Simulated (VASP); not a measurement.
Input of a VASP 6.6.1 run:

File INCAR:

```
SYSTEM = Cu3H
PREC = Accurate
ENCUT = 520
EDIFF = 1E-6
ISMEAR = 0
SIGMA = 0.1
LREAL = .False.
LASPH = .True.
NELM = 60
ALGO = Normal
ISIF = 2
LWAVE = .False.
LCHARG = .False.
GGA = PE
NBANDS = 25
```

The input KPOINTS:

```
Automatic mesh
0
Gamma
  14 14 14
  0 0 0
```

POSCAR

```
Cu3H
1.0
    0.0000000000      2.7860977168      2.7860977168
    2.7860977168      0.0000000000      2.7860977168
    2.7860977168      2.7860977168      0.0000000000
Cu H
3 1
Direct
    0.0000000000      0.0000000000      0.0000000000
    0.2500000000      0.2500000000      0.2500000000
    0.7500000000      0.7500000000      0.7500000000
    0.5000000000      0.5000000000      0.5000000000
```

Potentials or basis: VASP PAW PBE potentials, release 64 (Cu, H).

Command:

```bash
$ cat potpaw_PBE.64/Cu/POTCAR potpaw_PBE.64/H/POTCAR > POTCAR
$ mpirun -np 1 vasp_std > vasp.out
```

**Question.** Estimate the pressure.

**Answer.** 0.5 GPa.

**Question.** Predict the band gap on the k mesh.

**Answer.** Zero (band 17 reaches 7.52 eV, above the bottom of band 18 at 5.38 eV).
